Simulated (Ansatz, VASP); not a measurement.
# Ge in VASP and in Ansatz

INCAR

```
SYSTEM = Ge
ALGO = Normal
EDIFF = 1E-6
ENCUT = 520
GGA = RE
ISIF = 2
ISMEAR = -1
LASPH = .TRUE.
LCHARG = .FALSE.
LREAL = .FALSE.
LWAVE = .FALSE.
NBANDS = 13
NELM = 80
PREC = Accurate
SIGMA = 0.1
```

Contents of KPOINTS:

```
k-points
0
G
  14 14 14
  0 0 0
```

File POSCAR:

```
Ge
1.0
    0.0000000000      2.0620066918      2.0620066918
    2.0620066918      0.0000000000      2.0620066918
    2.0620066918      2.0620066918      0.0000000000
Ge
1
Direct
    0.0000000000      0.0000000000      0.0000000000
```

Input for Ansatz:

```yaml
crystal:
  lattice:
    - [0.0, 2.0620066918, 2.0620066918]
    - [2.0620066918, 0.0, 2.0620066918]
    - [2.0620066918, 2.0620066918, 0.0]
  atoms:
    - { symbol: Ge, position: [0.0, 0.0, 0.0] }
hamiltonian:
  xc: revpbe
  pseudopotentials:
    kind: paw
    azcp:
      Ge: "pseudopotentials/Ge.paw.azcp"
basis:
  ecutwfc: 420
  fft_grid_basis: typed
kpoints:
  mp_grid: { grid: [14, 14, 14], shift: [0, 0, 0] }
magnetization:
  spin_polarized: false
scf:
  occupations: { method: fermi_dirac, width: 0.1 }
  lower_state_search: "off"
output:
  stress: true
  write_density: true
  write_potential: true
  elf: true
  volumetric_format: npy
```

Alike in both runs: task single point; functional revPBE; k mesh 14 × 14 × 14; occupations fermi-dirac, width 0.1 eV; no spin polarisation.

```csv
,VASP,Ansatz
version,VASP 6.6.1,Ansatz 0.2.0
potentials or method,"VASP PAW PBE potentials, release 64 (Ge_d), cutoff 520 eV","plane waves (420 eV) with PAW, scalar-relativistic"
valence electrons in the cell,14,14
```

VASP gave:

| Quantity | Value |
| --- | --- |
| pressure (GPa) | 10.0 |

Q: Which values does Ansatz return?

A: Pressure (GPa): 10.1.

VASP's potentials were made for PBE, not for revPBE.
